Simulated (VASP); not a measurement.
Write the native input for VASP 6.6.1 that does the following.

```yaml
Task: single point
Functional: r2SCAN
Potentials_or_basis: VASP PAW PBE potentials, release 64 (K_sv, F)
Cutoff: 520 eV
k_mesh: 8 × 8 × 8
Occupations: gaussian, width 0.05 eV
Spin: no spin polarisation
Dipole_correction: no
Further_INCAR_settings: ALGO = Normal; EDIFF = 1e-06; NBANDS = 15
```

The system is KF.

```
CELL_PARAMETERS angstrom
0.33545 2.85131 2.85131
2.85131 0.33545 2.85131
2.85131 2.85131 0.33545
ATOMIC_POSITIONS crystal
K 0.00000 0.00000 0.00000
F 0.50000 0.50000 0.50000
```

This cell differs from its parent crystal: ratio of the length along [111] to the lengths across it x 1.2, volume and fractional coordinates fixed.

These files were run (other wordings do the same):

POSCAR

```
KF
1.0
    0.3354479764      2.8513077996      2.8513077996
    2.8513077996      0.3354479764      2.8513077996
    2.8513077996      2.8513077996      0.3354479764
K F
1 1
Direct
    0.0000000000      0.0000000000      0.0000000000
    0.5000000000      0.5000000000      0.5000000000
```

INCAR.step1

```
PREC = Accurate
ENCUT = 520
ISMEAR = 0
SIGMA = 0.05
LREAL = F
LASPH = T
NELM = 100
NBANDS = 15
GGA = PE
ALGO = Normal
EDIFF = 1E-4
LWAVE = T
LCHARG = F
```

INCAR.step2

```
PREC = Accurate
ENCUT = 520
EDIFF = 1E-6
ISMEAR = 0
SIGMA = 0.05
LREAL = F
LASPH = T
NELM = 100
ALGO = Normal
ISIF = 2
LWAVE = F
LCHARG = F
METAGGA = R2SCAN
LMIXTAU = T
NBANDS = 15
ISTART = 1
```

KPOINTS

```
Automatic mesh
0
Gamma
  8 8 8
```

Potentials or basis: VASP PAW PBE potentials, release 64 (K_sv, F).

The run is started by

```sh
$ cat potpaw_PBE.64/K_sv/POTCAR potpaw_PBE.64/F/POTCAR > POTCAR
$ cp INCAR.step1 INCAR
$ mpirun -np 1 vasp_std > vasp.out
$ cp INCAR.step2 INCAR
$ mpirun -np 1 vasp_std > vasp.out
```

Results of the run:

```yaml
Pressure: -1.2 GPa
Band_gap_on_the_k_mesh: 6.57 eV, direct
```

Caveat: the PAW data sets were made with another functional, which shifts forces and pressure a little.

It took 86 s on 1 thread of Intel(R) Xeon(R) 6975P-C (Granite Rapids) (shared host), peak memory 0.18 GiB.
